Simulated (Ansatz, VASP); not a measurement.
One calculation of SrO, two programs

File POSCAR:

```
SrO
1.0
    0.0000000000      2.8289163420      2.8289163420
    2.8289163420      0.0000000000      2.8289163420
    2.8289163420      2.8289163420      0.0000000000
Sr O
1 1
Direct
    0.0000000000      0.0000000000      0.0000000000
    0.2500000000      0.2500000000      0.2500000000
```

File INCAR.step1:

```
SYSTEM = SrO
  PREC = Accurate
  ENCUT = 520
  ISMEAR = 0
  SIGMA = 0.05
  LREAL = .False.
  LASPH = .True.
  NELM = 60
  NBANDS = 15
  GGA = PE
  ALGO = Normal
  EDIFF = 1E-4
  LWAVE = .True.
  LCHARG = .False.
```

The input INCAR.step2:

```
SYSTEM = SrO
  PREC = Accurate
  ENCUT = 520
  EDIFF = 1E-6
  ISMEAR = 0
  SIGMA = 0.05
  LREAL = .False.
  LASPH = .True.
  NELM = 60
  ALGO = Normal
  ISIF = 2
  LWAVE = .False.
  LCHARG = .False.
  METAGGA = R2SCAN
  LMIXTAU = .True.
  NBANDS = 15
  ISTART = 1
```

Contents of KPOINTS:

```
regular mesh
0
Gamma
  8 8 8
  0 0 0
```

Input for Ansatz:

```yaml
crystal:
  lattice:
    - [0.0, 2.828916342, 2.828916342]
    - [2.828916342, 0.0, 2.828916342]
    - [2.828916342, 2.828916342, 0.0]
  atoms:
    - { symbol: Sr, position: [0.0, 0.0, 0.0] }
    - { symbol: O, position: [0.25, 0.25, 0.25] }
basis:
  ecutwfc: 500
  ecutrho_ratio: 4
kpoints:
  mp_grid: { grid: [8, 8, 8] }
hamiltonian:
  xc: r2scan
scf:
  occupations: { method: gaussian, width: 0.05 }
output:
  forces: true
  stress: true
  eigenvalues: true
  write_density: true
  write_potential: true
  elf: true
  volumetric_format: npy
```

Alike in both runs: task single point; functional r2SCAN; k mesh 8 × 8 × 8; occupations gaussian, width 0.05 eV; no spin polarisation.

|  | VASP | Ansatz |
| --- | --- | --- |
| version | VASP 6.6.1 | Ansatz 0.2.0 |
| potentials or method | VASP PAW PBE potentials, release 64 (Sr_sv, O), cutoff 520 eV | scalar-relativistic, plane waves, PAW |
| valence electrons in the cell | 16 | 16 |

|  | VASP | Ansatz | Ansatz less VASP |
| --- | --- | --- | --- |
| gap on the k mesh at the Fermi level (eV) | 2.80 | 2.79 | -0.013 |
| least direct gap on the mesh (eV) | 3.56 | 3.55 | -0.016 |
| pressure (GPa) | -2.0 | -2.4 | -0.39 |

VASP's potentials were made for PBE, not for r2SCAN. With one functional, cell and mesh, what is left measures potentials, basis and numerics.
